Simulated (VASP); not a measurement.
Input of a VASP 6.6.1 run:

File INCAR:

```
SYSTEM = TaF3
ALGO = Fast ; EDIFF = 1E-7
EDIFFG = -0.01 ; ENCUT = 600
GGA = PE ; IBRION = 2
ISIF = 3 ; ISMEAR = 0
ISPIN = 2 ; KPAR = 4
LASPH = .True. ; LCHARG = .False.
LMAXMIX = 4 ; LORBIT = 11
LREAL = .False. ; LWAVE = .False.
MAGMOM = 0.98 0 0 0 ; NELM = 150
NSW = 100 ; PREC = Accurate
SIGMA = 0.1
```

KPOINTS

```
k-points
0
Gamma
  12 12 12
  0 0 0
```

File POSCAR:

```
TaF3
1.0
    4.1623580646      0.0000000000      0.0000000000
    0.0000000000      4.1623580646      0.0000000000
    0.0000000000      0.0000000000      4.1623580646
Ta F
1 3
Direct
    0.5000000000      0.5000000000      0.5000000000
    0.0000000000      0.5000000000      0.5000000000
    0.5000000000      0.0000000000      0.5000000000
    0.5000000000      0.5000000000      0.0000000000
```

Potentials or basis: VASP PAW PBE potentials, release 64 (Ta_pv, F).

Launch:

```bash
$ cat potpaw_PBE.64/Ta_pv/POTCAR potpaw_PBE.64/F/POTCAR > POTCAR
$ mpirun -np 4 vasp_std > vasp.out
```

Predict the band gap on the k mesh.

zero (filled and empty bands overlap).

Predict the net moment.

2.00 μB per cell.

Final structure:
```xyz
4
Lattice="4.1624 0.0000 0.0000 0.0000 4.1624 0.0000 0.0000 0.0000 4.1624" Properties=species:S:1:pos:R:3 pbc="T T T"
Ta    2.0812    2.0812    2.0812
F     0.0000    2.0812    2.0812
F     2.0812    0.0000    2.0812
F     2.0812    2.0812    0.0000
```

Caveat: the relaxation stopped at its first step, so nothing moved; spin-orbit coupling is left out, which moves the levels of the heavy elements.
